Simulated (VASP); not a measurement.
Input of a VASP 6.6.1 run:

Contents of INCAR:

```
ALGO = Fast
EDIFF = 1E-7
ENCUT = 520
GGA = PE
ISIF = 2
ISMEAR = 0
LASPH = True
LCHARG = False
LREAL = False
LWAVE = False
NBANDS = 10
NELM = 80
PREC = Accurate
SIGMA = 0.1
```

The input KPOINTS:

```
k-points
0
Gamma
  10 10 10
```

Contents of POSCAR:

```
Rb
1.0
   -2.9193739531      2.9739908570      2.7097903790
    2.9739908570     -2.9193739531      2.7097903790
    2.9463781915      2.9463781915     -2.6507001418
Rb
1
Direct
    0.0000000000      0.0000000000      0.0000000000
```

Potentials or basis: VASP PAW PBE potentials, release 64 (Rb_sv).

The run is started by

```console
$ cat potpaw_PBE.64/Rb_sv/POTCAR > POTCAR
$ mpirun -np 1 vasp_std > vasp.out
```

Problem. Predict the pressure.

Solution. -0.1 GPa.

Problem. What does it give for the band gap on the k mesh?

Solution. Zero (an odd number of electrons rules out a gap without spin polarisation).

Caveat: the cell differs from its parent crystal (strained).
